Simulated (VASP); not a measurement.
# MgCd2O3 (Cmc2_1) in VASP: notebook

The runs below take MgCd2O3 through single point, relaxation of cell and atoms, with PBE.

Everything below comes from runs of VASP 6.6.1. Logs are shortened: lines on timing, memory, paths and dates and some standing lists are left out, and cuts for length are marked.

### Step 1. The cell of the first run

It takes space group Cmc2_1 (No. 36, orthorhombic). The conventional cell has a = 10.638 Å, b = 6.143 Å, c = 5.551 Å, α = 90.00°, β = 90.00°, γ = 90.00°. Mg (site symmetry m) has 4 O at 1.99 Å within 2.6 Å. Cd (site symmetry 1) has 4 O at 2.22 to 2.25 Å within 2.9 Å. Within 2.6 Å of O (site symmetry 1) lie 1 Mg at 1.99 Å and 3 Cd at 2.22 to 2.25 Å. Within 2.6 Å of O (site symmetry m) lie 2 Mg at 1.99 Å and 2 Cd at 2.22 Å.

### Step 2. Single point, PBE

The input, INCAR:

```
SYSTEM = MgCd2O3
PREC = Accurate
ENCUT = 520
EDIFF = 1E-6
ISMEAR = 0
SIGMA = 0.15
LREAL = .False.
LASPH = .True.
NELM = 60
ALGO = Normal
ISIF = 2
LWAVE = .False.
LCHARG = .True.
GGA = PE
LELF = .True.
LVHAR = .True.
NBANDS = 56
```

The input, KPOINTS:

```
regular mesh
0
Gamma
  2 2 2
  0 0 0
```

The input, POSCAR:

```
MgCd2O3
1.0
    5.3189656241     -3.0716041284      0.0000000000
    5.3189656241      3.0716041284      0.0000000000
    0.0000000000      0.0000000000      5.5513859876
Mg Cd O
2 4 6
Direct
    0.1613776008      0.8386223992     -0.0038661085
    0.8386223992      0.1613776008      0.4961338915
    0.1650941836      0.5100657846      0.5039760113
    0.4899342154      0.8349058164      0.5039760113
    0.8349058164      0.4899342154      0.0039760113
    0.5100657846      0.1650941836      0.0039760113
    0.1677093377      0.5251418717      0.0985503522
    0.4748581283      0.8322906623      0.0985503522
    0.1356119275      0.8643880725      0.6388133815
    0.5251418717      0.1677093377      0.5985503522
    0.8322906623      0.4748581283      0.5985503522
    0.8643880725      0.1356119275      0.1388133815
```

Potentials or basis: VASP PAW PBE potentials, release 64 (Mg, Cd, O).

Started as:

```sh
> cat potpaw_PBE.64/Mg/POTCAR potpaw_PBE.64/Cd/POTCAR potpaw_PBE.64/O/POTCAR > POTCAR
> mpirun -np 1 vasp_std > vasp.out
```

OUTCAR:

```text
SYSTEM = MgCd2O3
   PREC = Accurate
   ENCUT = 520
   EDIFF = 1E-6
   ISMEAR = 0
   LREAL = .False.
   LASPH = .True.
   NELM = 60
   ISIF = 2
   GGA = PE

 ion  position               nearest neighbor table
   1  0.161  0.839  0.996-  12 1.99   8 1.99   7 1.99   9 1.99   3 3.39   4 3.39   2 3.41   2 3.41
                             3 3.46   4 3.46   5 3.47   6 3.47   6 3.58   5 3.58   6 3.59   5 3.59
   2  0.839  0.161  0.496-   9 1.99  10 1.99  11 1.99  12 1.99   5 3.39   6 3.39   1 3.41   1 3.41
                             5 3.46   6 3.46   4 3.47   3 3.47   4 3.58   3 3.58   4 3.59   3 3.59
   3  0.165  0.510  0.504-   9 2.22  10 2.22  11 2.22   7 2.25   1 3.39   4 3.46   1 3.46   2 3.47
                             5 3.48   5 3.48   6 3.49   6 3.49   2 3.58   2 3.59   4 3.59   4 3.59
   4  0.490  0.835  0.504-   9 2.22  11 2.22  10 2.22   8 2.25   1 3.39   3 3.46   1 3.46   2 3.47
                             6 3.48   6 3.48   5 3.49   5 3.49   2 3.58   2 3.59   3 3.59   3 3.59
   5  0.835  0.490  0.004-  12 2.22   8 2.22   7 2.22  11 2.25   2 3.39   6 3.46   2 3.46   1 3.47
                             3 3.48   3 3.48   4 3.49   4 3.49   1 3.58   1 3.59   6 3.59   6 3.59
   6  0.510  0.165  0.004-  12 2.22   7 2.22   8 2.22  10 2.25   2 3.39   5 3.46   2 3.46   1 3.47
                             4 3.48   4 3.48   3 3.49   3 3.49   1 3.58   1 3.59   5 3.59   5 3.59
   7  0.168  0.525  0.099-   1 1.99   6 2.22   5 2.22   3 2.25
   8  0.475  0.832  0.099-   1 1.99   5 2.22   6 2.22   4 2.25
   9  0.136  0.864  0.639-   2 1.99   1 1.99   3 2.22   4 2.22
  10  0.525  0.168  0.599-   2 1.99   3 2.22   4 2.22   6 2.25
  11  0.832  0.475  0.599-   2 1.99   4 2.22   3 2.22   5 2.25
  12  0.864  0.136  0.139-   1 1.99   2 1.99   5 2.22   6 2.22

  LATTYP: Found a base centered orthorhombic cell.
 ALAT       =     6.1432082568
 B/A-ratio  =     1.7316572715
 C/A-ratio  =     0.9036623464

  Lattice vectors:

 A1 = (  -5.3189656241,  -3.0716041284,   0.0000000000)
 A2 = (   5.3189656241,  -3.0716041284,   0.0000000000)
 A3 = (   0.0000000000,   0.0000000000,   5.5513859876)

Analysis of symmetry for initial positions (statically):
=====================================================================
 Subroutine PRICEL returns:
 Original cell was already a primitive cell.

 Routine SETGRP: Setting up the symmetry group for a
 base centered orthorhombic supercell.

 Subroutine GETGRP returns: Found  4 space group operations
 (whereof  2 operations were pure point group operations)
 out of a pool of  8 trial point group operations.

The static configuration has the point symmetry C_1h.
 The point group associated with its full space group is C_2v.

Analysis of symmetry for dynamics (positions and initial velocities):
=====================================================================
 Subroutine PRICEL returns:
 Original cell was already a primitive cell.

 Routine SETGRP: Setting up the symmetry group for a
 base centered orthorhombic supercell.

 Subroutine GETGRP returns: Found  4 space group operations
 (whereof  2 operations were pure point group operations)
 out of a pool of  8 trial point group operations.

The dynamic configuration has the point symmetry C_1h.
 The point group associated with its full space group is C_2v.

 Subroutine INISYM returns: Found  4 space group operations
 (whereof  2 operations are pure point group operations),
 and found     1 'primitive' translations

----------------------------------------------------------------------------------------

                                     Primitive cell

  volume of cell :     181.3944

  direct lattice vectors                    reciprocal lattice vectors
     5.318965624 -3.071604128  0.000000000     0.094003240 -0.162781393  0.000000000
     5.318965624  3.071604128  0.000000000     0.094003240  0.162781393  0.000000000
     0.000000000  0.000000000  5.551385988     0.000000000  0.000000000  0.180135195

  length of vectors
     6.142161446  6.142161446  5.551385988     0.187974443  0.187974443  0.180135195

  position of ions in fractional coordinates (direct lattice)
     0.161377601  0.838622399  0.996133892
     0.838622399  0.161377601  0.496133892
     0.165094184  0.510065785  0.503976011
     0.489934215  0.834905816  0.503976011
     0.834905816  0.489934215  0.003976011
     0.510065785  0.165094184  0.003976011
     0.167709338  0.525141872  0.098550352
[... 32 lines left out ...]
     0.047001620 -0.081390697  0.000000000     0.500000000  0.000000000  0.000000000
     0.047001620  0.081390697  0.000000000     0.000000000  0.500000000  0.000000000
     0.000000000  0.000000000  0.090067598     0.000000000  0.000000000  0.500000000

  Length of vectors
     0.093987221  0.093987221  0.090067598

  Shift w.r.t. Gamma in fractional coordinates (k-lattice)
     0.000000000  0.000000000  0.000000000

 Subroutine IBZKPT returns following result:
 ===========================================

 Found      6 irreducible k-points:

 Following reciprocal coordinates:
            Coordinates               Weight
  0.000000  0.000000  0.000000      1.000000
  0.500000 -0.000000  0.000000      2.000000
  0.500000  0.500000  0.000000      1.000000
  0.000000  0.000000  0.500000      1.000000
  0.500000 -0.000000  0.500000      2.000000
  0.500000  0.500000  0.500000      1.000000
   k-points           NKPTS =      6   k-points in BZ     NKDIM =      6   number of bands    NBANDS=     56
   number of dos      NEDOS =    301   number of ions     NIONS =     12
   total plane-waves  NPLWV =  96768
   dimension x,y,z NGX =    48 NGY =   48 NGZ =   42
   dimension x,y,z NGXF=    96 NGYF=   96 NGZF=   84
   ions per type =               2   4   6
   NGX,Y,Z   is equivalent  to a cutoff of  12.99, 12.99, 12.58 a.u.
   NGXF,Y,Z  is equivalent  to a cutoff of  25.98, 25.98, 25.16 a.u.
 SYSTEM =  MgCd2O3
   PREC   = accura    normal or accurate (medium, high low for compatibility)
   ISTART =      0    job   : 0-new  1-cont  2-samecut
   ICHARG =      2    charge: 1-file 2-atom 10-const
   ISPIN  =      1    spin polarized calculation?
   LNONCOLLINEAR =      F non collinear calculations
   LSORBIT =      F    spin-orbit coupling
   LASPH  =      T    aspherical Exc in radial PAW
   ENCUT  =  520.0 eV  38.22 Ry    6.18 a.u.  11.42 11.42 10.32*2*pi/ulx,y,z
   NELM   =     60;   NELMIN=  2; NELMDL= -5     # of ELM steps
   EDIFF  = 0.1E-05   stopping-criterion for ELM
   LREAL  =      F    real-space projection
   EDIFFG = 0.1E-04   stopping-criterion for IOM
   NSW    =      0    number of steps for IOM
   IBRION =     -1    ionic relax: 0-MD 1-quasi-New 2-CG
   NFREE  =      0    steps in history (QN), initial steepest desc. (CG)
   ISIF   =      2    stress and relaxation
   ISYM   =      2    0-nonsym 1-usesym 2-fastsym
   POTIM  = 0.5000    time-step for ionic-motion
   TEBEG  =    0.0;   TEEND  =   0.0 temperature during run
   PSTRESS=    0.0 pullay stress
   NELECT =      88.0000    total number of electrons
   NUPDOWN=      -1.0000    fix difference up-down
   EMIN   =  10.00;   EMAX   =-10.00  energy-range for DOS
   EFERMI =   0.00;   METHOD = LEGACY
   ISMEAR =     0;   SIGMA  =   0.15  broadening in eV -4-tet -1-fermi 0-gaus
   EFERMI_NEDOS =   21; number of points for ismear=-14 and -15
   IALGO  =     38    algorithm
   IMIX   =      4    mixing-type and parameters
     AMIX     =   0.40;   BMIX     =  1.00
     AMIX_MAG =   1.60;   BMIX_MAG =  1.00
  volume/ion in A,a.u.               =      15.12       102.01
  Fermi-wavevector in a.u.,A,eV,Ry     =   1.286356  2.430860 22.513713  1.654711
  Thomas-Fermi vector in A             =   2.418435
   LORBIT       =      0    0 simple, 1 ext, 2 COOP (PROOUT), +10 PAW based schemes
   GGA     = PE    functional components
   LHFCALC =     F    Hartree Fock is set to
   AEXX    =    0.0000 exact exchange contribution
   IVDW    =     0    specifies the selected vdW correction
   LEPSILON=     F    determine dielectric tensor
   LRPA    =     F    only Hartree local field effects (RPA)
 non-spin polarized calculation
 Gauss-broadening in eV      SIGMA  =   0.15
  energy-cutoff  :      520.00
  volume of cell :      181.39
 maximum number of plane-waves:      4916
 NGX is ok and might be reduce to    48
   NGX = 23   NGY = 23   NGZ = 21

 number of electron      88.0000006 magnetization

 Free energy of the ion-electron system (eV)
  ---------------------------------------------------
  ext. energy  EPLUGINS =         0.00000000
  ---------------------------------------------------
  free energy    TOTEN  =       -54.35249906 eV

  energy without entropy =      -54.35248785  energy(sigma->0) =      -54.35249346

 E-fermi :   0.7162     XC(G=0):  -9.9615

 val. band max:        0.2929186385   @ k =   0.0000   0.0000   0.0000
 cond. band min:       1.1287416599   @ k =   0.0000   0.0000   0.0000
 fundamental gap:      0.8358230214
 Fermi energy:         0.7162378110

 k-point     1 :       0.0000    0.0000    0.0000
  band No.  band energies     occupation
      1     -16.0710      2.00000
      2     -15.6938      2.00000
      3     -15.6182      2.00000
      4     -15.6142      2.00000
      5     -15.6014      2.00000
      6     -15.5749      2.00000
[... 343 lines left out ...]
     55      10.1970      0.00000
     56      10.1970      0.00000

------------------------ aborting loop because EDIFF is reached ----------------------------------------

  FORCE on cell =-STRESS in cart. coord.  units (eV):
  Direction    XX          YY          ZZ          XY          YZ          ZX
  --------------------------------------------------------------------------------------
  -------------------------------------------------------------------------------------
  Total        0.7886805      0.6854449      0.6576241      0.0000000      0.0000000      0.0000000
  in kB        6.9660703      6.0542353      5.8085066      0.0000000      0.0000000      0.0000000
  external PRESSURE =       6.2762708 kB  Pullay stress =       0.0000000 kB

 VOLUME and BASIS-vectors are now :
 -----------------------------------------------------------------------------
  energy-cutoff  :      520.00
  volume of cell :      181.39
      direct lattice vectors                 reciprocal lattice vectors
     5.318965624 -3.071604128  0.000000000     0.094003240 -0.162781393  0.000000000
     5.318965624  3.071604128  0.000000000     0.094003240  0.162781393  0.000000000
     0.000000000  0.000000000  5.551385988     0.000000000  0.000000000  0.180135195

 POSITION                                       TOTAL-FORCE (eV/Angst)
 -----------------------------------------------------------------------------------
      5.31897      2.08023      5.52992        -0.000000      0.014538      0.005191
      5.31897     -2.08023      2.75423        -0.000000     -0.014538      0.005191
      3.59115      1.05962      2.79777        -0.010546      0.005027      0.010003
      7.04678      1.05962      2.79777         0.010546      0.005027      0.010003
      7.04678     -1.05962      0.02207         0.010546     -0.005027      0.010003
      3.59115     -1.05962      0.02207        -0.010546     -0.005027      0.010003
      3.68525      1.09789      0.54709         0.082978      0.043803     -0.038365
      6.95268      1.09789      0.54709        -0.082978      0.043803     -0.038365
      5.31897      2.23851      3.54630        -0.000000      0.072432      0.051535
      3.68525     -1.09789      3.32278         0.082978     -0.043803     -0.038365
      6.95268     -1.09789      3.32278        -0.082978     -0.043803     -0.038365
      5.31897     -2.23851      0.77061        -0.000000     -0.072432      0.051535
 -----------------------------------------------------------------------------------
    total drift:                               -0.000001      0.000000     -0.003125

  FREE ENERGIE OF THE ION-ELECTRON SYSTEM (eV)
  ---------------------------------------------------
  free  energy   TOTEN  =       -54.3524990615 eV

  energy  without entropy=      -54.3524878547  energy(sigma->0) =      -54.35249346
```

Wall time 78 s (1 thread of Intel Xeon Platinum 8375C at 2.90GHz (Ice Lake), shared host); peak memory 0.32 GiB.

Results:

```
Free energy            : -54.3525 eV
Pressure               : 0.6 GPa
Largest force          : 0.101 eV/Å
Band gap on the k mesh : 0.84 eV, direct
```

Forces in eV/Å, atoms in the order of the input:
```
Mg   0.000  0.015  0.005
Mg   0.000 -0.015  0.005
Cd  -0.011  0.005  0.010
Cd   0.011  0.005  0.010
Cd   0.011 -0.005  0.010
Cd  -0.011 -0.005  0.010
O    0.083  0.044 -0.038
O   -0.083  0.044 -0.038
O    0.000  0.072  0.052
O    0.083 -0.044 -0.038
O   -0.083 -0.044 -0.038
O    0.000 -0.072  0.052
```

Caveat: the k points lie up to 0.59 Å⁻¹ apart.

### Step 3. Relaxation of cell and atoms, PBE

This run uses another cell than the first one, of 14.40 Å³/atom, 0.952 times its volume.

The input, INCAR:

```
ALGO     = Normal         # electronic algorithm
EDIFF    = 1E-7           # SCF threshold, eV
EDIFFG   = -0.08          # ionic threshold
ENCUT    = 600            # plane-wave cutoff, eV
GGA      = PE             # functional
IBRION   = 2              # ionic algorithm
ISIF     = 3              # what is computed and relaxed
ISMEAR   = 0              # smearing method
LASPH    = True           # aspherical terms in the spheres
LCHARG   = False          # write CHGCAR
LREAL    = False          # projectors in reciprocal space
LWAVE    = False          # write WAVECAR
NELM     = 100            # most SCF steps
NSW      = 36             # ionic steps
PREC     = Accurate       # precision mode
SIGMA    = 0.15           # smearing width, eV
```

The input, KPOINTS:

```
k-points
0
Gamma
  2 2 2
```

The input, POSCAR:

```
MgCd2O3
1.0
    5.3000000000     -3.0750000000      0.0000000000
    5.3000000000      3.0750000000      0.0000000000
    0.0000000000      0.0000000000      5.3000000000
Mg Cd O
2 4 6
Direct
    0.1680000000      0.8320000000      0.0050000000
    0.8320000000      0.1680000000      0.5050000000
    0.1700000000      0.4900000000      0.5000000000
    0.5100000000      0.8300000000      0.5000000000
    0.8300000000      0.5100000000      0.0000000000
    0.4900000000      0.1700000000      0.0000000000
    0.1650000000      0.5250000000      0.1000000000
    0.4750000000      0.8350000000      0.1000000000
    0.1350000000      0.8650000000      0.6350000000
    0.5250000000      0.1650000000      0.6000000000
    0.8350000000      0.4750000000      0.6000000000
    0.8650000000      0.1350000000      0.1350000000
```

Potentials or basis: VASP PAW PBE potentials, release 64 (Mg, Cd, O).

Started as:

```sh
> cat potpaw_PBE.64/Mg/POTCAR potpaw_PBE.64/Cd/POTCAR potpaw_PBE.64/O/POTCAR > POTCAR
> mpirun -np 1 vasp_std > vasp.out
```

Run time: 8.5 min. Hardware: 1 thread of Intel Xeon Platinum 8375C at 2.90GHz (Ice Lake), shared host; peak memory 0.36 GiB.

Results (log left out):

| Item | Value |
| --- | --- |
| Free energy | -54.3500 eV |
| Relaxed volume | 15.16 Å³/atom |
| Relaxed cell | a = 6.167 Å, b = 6.167 Å, c = 5.512 Å, α = 90.00°, β = 90.00°, γ = 60.22° |
| Space group after relaxing (to 0.05 Å) | Cmc2_1 (No. 36) |
| Energy gained by relaxing | 50.8 meV/atom |
| Ionic steps | 8 |
| Pressure after relaxing | 0.0 GPa |
| Largest force after relaxing | 0.062 eV/Å |
| Band gap on the k mesh | 0.84 eV, direct |

Forces in eV/Å, atoms in the order of the input:
```
Mg   0.000 -0.062 -0.003
Mg   0.000  0.062 -0.003
Cd   0.002  0.028 -0.017
Cd  -0.002  0.028 -0.017
Cd  -0.002 -0.028 -0.017
Cd   0.002 -0.028 -0.017
O   -0.024 -0.008  0.012
O    0.024 -0.008  0.012
O    0.000 -0.008  0.015
O   -0.024  0.008  0.012
O    0.024  0.008  0.012
O    0.000  0.008  0.015
```

Stress tensor (GPa, compression positive):
```
 0.03  0.00  0.00
 0.00 -0.18  0.00
 0.00  0.00  0.21
```

The path:
| step | energy change (eV) | largest force (eV/Å) | pressure (GPa) | volume (Å³) |
| --- | --- | --- | --- | --- |
| 1 | 0.0000 | 1.2642 | 6.95 | 172.75 |
| 2 | -0.4601 | 0.5566 | -3.27 | 188.77 |
| 3 | -0.4876 | 0.5928 | -1.58 | 185.30 |
| 4 | -0.5802 | 0.2776 | -0.52 | 183.05 |
| 5 | -0.5964 | 0.2540 | 0.23 | 181.67 |
| 6 | -0.6062 | 0.1114 | -0.01 | 182.02 |
| 7 | -0.6072 | 0.0988 | -0.11 | 182.17 |
| 8 | -0.6100 | 0.0620 | 0.02 | 181.94 |

Final structure:
```cif
data_structure
_symmetry_space_group_name_H-M 'P 1'
_symmetry_Int_Tables_number 1
_cell_length_a 6.1670
_cell_length_b 6.1670
_cell_length_c 5.5117
_cell_angle_alpha 90.000
_cell_angle_beta 90.000
_cell_angle_gamma 60.220
_cell_volume 181.94
loop_
_atom_site_label
_atom_site_type_symbol
_atom_site_fract_x
_atom_site_fract_y
_atom_site_fract_z
_atom_site_occupancy
Mg1 Mg 0.15758 0.84242 0.99608 1
Mg2 Mg 0.84242 0.15758 0.49608 1
Cd1 Cd 0.16825 0.50631 0.50742 1
Cd2 Cd 0.49369 0.83175 0.50742 1
Cd3 Cd 0.83175 0.49369 0.00742 1
Cd4 Cd 0.50631 0.16825 0.00742 1
O1 O 0.16571 0.52895 0.09631 1
O2 O 0.47105 0.83429 0.09631 1
O3 O 0.13692 0.86308 0.63647 1
O4 O 0.52895 0.16571 0.59631 1
O5 O 0.83429 0.47105 0.59631 1
O6 O 0.86308 0.13692 0.13647 1
```

Levels at points of the mesh, in eV from the valence-band top:
```csv
k point,band 41,band 42,band 43,band 44,band 45,band 46,band 47,band 48
"(0.00, 0.00, 0.00)",-0.36,-0.10,-0.03,0.00,0.84,4.70,6.12,6.15
"(0.50, 0.00, 0.00)",-0.47,-0.43,-0.36,-0.30,3.24,3.41,5.28,6.29
"(0.50, 0.50, 0.00)",-0.58,-0.49,-0.31,-0.25,3.17,3.62,4.90,6.17
"(0.00, 0.00, 0.50)",-0.22,-0.22,-0.12,-0.12,3.16,3.16,6.95,6.95
"(0.50, 0.00, 0.50)",-0.46,-0.46,-0.40,-0.40,4.45,4.45,4.65,4.65
"(0.50, 0.50, 0.50)",-0.48,-0.48,-0.33,-0.33,4.37,4.37,4.84,4.84
```

Caveat: the k points lie up to 0.59 Å⁻¹ apart in the final cell; the relaxation stopped at a loose force limit of 0.08 eV/Å, so its end isn't a converged minimum. PBE gaps usually lie below the measured ones, often by a third to a half.
